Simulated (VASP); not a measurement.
Al5Cu, 6 atoms in the cell. It takes space group P-6m2 (No. 187, hexagonal). Conventional cell: a = 2.791 Å, b = 2.791 Å, c = 13.471 Å, α = 90.00°, β = 90.00°, γ = 120.00°. Within 3.6 Å of Al (site symmetry 3m) lie 12 Al at 2.76 to 2.79 Å. Al (site symmetry 3m) has 9 Al at 2.76 to 2.79 Å and 3 Cu at 2.76 Å within 3.6 Å. Within 3.6 Å of Al (site symmetry -6m2) lie 12 Al at 2.76 to 2.79 Å. Within 3.6 Å of Cu (site symmetry -6m2) lie 6 Al at 2.76 Å and 6 Cu at 2.79 Å. 

* Program: VASP 6.6.1
* Task: single point
* Functional: PBE
* Potentials or basis: VASP PAW PBE potentials, release 64 (Al, Cu)
* Cutoff: 520 eV
* k mesh: 6 × 6 × 2
* Occupations: gaussian, width 0.1 eV
* Spin: no spin polarisation
* Dipole correction: no
* Further INCAR settings: ALGO = Fast; EDIFF = 1e-06; NBANDS = 22

Potentials or basis: VASP PAW PBE potentials, release 64 (Al, Cu).

The run is started by

```console
$ cat potpaw_PBE.64/Al/POTCAR potpaw_PBE.64/Cu/POTCAR > POTCAR
$ mpirun -np 1 vasp_std > vasp.out
```

Hardware: 1 thread of Intel(R) Xeon(R) Platinum 8259CL CPU @ 2.50GHz (Skylake/Cascade Lake) (shared host).

Problem. Estimate the wall time of this run.

Solution. Wall time 59 s on 1 thread of Intel(R) Xeon(R) Platinum 8259CL CPU @ 2.50GHz (Skylake/Cascade Lake), on a shared host, peak memory 0.23 GiB. Counts: scf iterations 20, k points 14.
